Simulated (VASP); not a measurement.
Runs of VASP 6.6.1 on SnO2. It takes space group P6_3/mmc (No. 194, hexagonal). The conventional cell has a = 3.231 Å, b = 3.231 Å, c = 10.791 Å, α = 90.00°, β = 90.00°, γ = 120.00°. Within 2.8 Å of Sn (site symmetry -3m) lie 6 O at 2.12 Å. O (site symmetry 3m) has 3 Sn at 2.12 Å and 3 O at 2.76 Å within 2.8 Å. 

```tsv
k mesh	gap on the mesh (eV)	pressure (GPa)	largest force (eV/Å)
6 × 6 × 2	2.62	-5.3	0.55
3 × 3 × 1	(a)	-5.0	0.61
6 × 6 × 1	2.62	-5.3	0.56
12 × 12 × 4	2.60	-5.3	0.55
12 × 12 × 2	2.60	-5.3	0.55
```

Alike in all rows: task single point; level r2SCAN; potentials or basis VASP PAW PBE potentials, release 64 (Sn_d, O); no spin polarisation; cell as given; cutoff (eV) 520; smearing gaussian 0.01 eV.

Task: Estimate the missing entries.

Result: (a) 2.67.

Caveats: some runs use coarse meshes; the PAW data sets were made with another functional, which shifts forces and pressure a little; spin-orbit coupling is left out, which moves the levels of the heavy elements; the cell stands under tension (at least some runs).

A k mesh can miss the band edges, and the runs leave out spin-orbit coupling on Sn.
